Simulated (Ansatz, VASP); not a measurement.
One calculation of CoO, two programs

Contents of INCAR:

```
SYSTEM = CoO
  PREC = Accurate
  ENCUT = 520
  EDIFF = 1E-6
  ISMEAR = -1
  SIGMA = 0.05
  LREAL = .FALSE.
  LASPH = .TRUE.
  NELM = 150
  ALGO = Normal
  ISIF = 2
  LWAVE = .FALSE.
  LCHARG = .FALSE.
  ISPIN = 2
  MAGMOM = 2 0
  LORBIT = 11
  LMAXMIX = 4
  GGA = PS
  NBANDS = 18
```

Contents of KPOINTS:

```
regular mesh
0
G
  12 12 12
  0 0 0
```

Contents of POSCAR:

```
CoO
1.0
   -1.5375761362      1.5375761362      2.1485766095
    1.5375761362     -1.5375761362      2.1485766095
    1.5375761362      1.5375761362     -2.1485766095
Co O
1 1
Direct
    0.0000000000      0.0000000000      0.0000000000
    0.5000000000      0.5000000000      0.0000000000
```

The input input.yaml:

```yaml
crystal:
  lattice:
    - [-1.5375761362, 1.5375761362, 2.1485766095]
    - [1.5375761362, -1.5375761362, 2.1485766095]
    - [1.5375761362, 1.5375761362, -2.1485766095]
  atoms:
    - { symbol: Co, position: [0.0, 0.0, 0.0], spin: 2.0 }
    - { symbol: O, position: [0.5, 0.5, 0.0] }
kpoints:
  mp_grid: { grid: [12, 12, 12] }
scf:
  occupations: { method: fermi_dirac, width: 0.05 }
hamiltonian:
  xc: pbesol
  pseudopotentials: { kind: all_electron, lapw: { basis_error: 0.001 } }
magnetization:
  spin_polarized: true
output:
  forces: true
  stress: true
  eigenvalues: true
```

Change from the starting cell: volume scaled by 1.06.

Alike in both runs: task single point; functional PBEsol; k mesh 12 × 12 × 12; occupations fermi-dirac, width 0.05 eV; collinear spin.

|  | VASP | Ansatz |
| --- | --- | --- |
| version | VASP 6.6.1 | Ansatz 0.2.0 |
| potentials or method | VASP PAW PBE potentials, release 64 (Co, O), cutoff 520 eV | all-electron LAPW, scalar-relativistic |

```tsv
	VASP	Ansatz	Ansatz less VASP
gap on the k mesh at the Fermi level (eV)	none	none	-
pressure (GPa)	-17.8	-17.5	+0.26
net moment per atom (μB)	1.49	1.50	+0.002
size of the moment on the site where the two differ most (μB)	2.60	2.63	+0.025
```

VASP's potentials were made for PBE, not for PBEsol. Site moments also hang on the region over which each program counts them. A gap of «none» marks a metal or a gap that the smearing closes. Ansatz ran all-electron here, and VASP with PAW potentials.
